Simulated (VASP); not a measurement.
Wanted: the native input for a VASP 6.6.1 run.

```yaml
Task: single point
Functional: PBE
Potentials_or_basis: VASP PAW PBE potentials, release 64 (Pb_d, O)
Cutoff: 520 eV
k_mesh: 9 × 9 × 9
Occupations: gaussian, width 0.019 eV
Spin: no spin polarisation
Dipole_correction: no
Further_INCAR_settings: ALGO = Normal; EDIFF = 1e-07; NBANDS = 20
```

The structure of PbO2 lies in POSCAR:

```
PbO2
1.0
    0.0000000000      2.7019920000      2.7019920000
    2.7019920000      0.0000000000      2.7019920000
    2.7019920000      2.7019920000      0.0000000000
Pb O
1 2
Direct
    0.0000000000      0.0000000000      0.0000000000
    0.7500000000      0.7500000000      0.7500000000
    0.2500000000      0.2500000000      0.2500000000
```

The input as run:

INCAR

```
SYSTEM = PbO2
PREC = Accurate ; ENCUT = 520
EDIFF = 1E-7 ; ISMEAR = 0
SIGMA = 0.019000000000000003 ; LREAL = .False.
LASPH = .True. ; NELM = 100
ALGO = Normal ; ISIF = 2
LWAVE = .False. ; LCHARG = .True.
GGA = PE ; LELF = .True.
LVHAR = .True. ; NBANDS = 20
```

KPOINTS

```
regular mesh
0
Gamma
  9 9 9
  0 0 0
```

Potentials or basis: VASP PAW PBE potentials, release 64 (Pb_d, O).

Run with:

```sh
$ cat potpaw_PBE.64/Pb_d/POTCAR potpaw_PBE.64/O/POTCAR > POTCAR
$ mpirun -np 1 vasp_std > vasp.out
```

It gave:

```json
{
  "Pressure": "0.6 GPa",
  "Band gap on the k mesh": "zero (band 13 reaches 5.58 eV, above the bottom of band 14 at 4.43 eV)"
}
```

Caveat: spin-orbit coupling is left out, which moves the levels of the heavy elements.

Run time: 43 s on 1 thread of AMD EPYC 7R13, with other jobs on the host, peak memory 0.14 GiB.
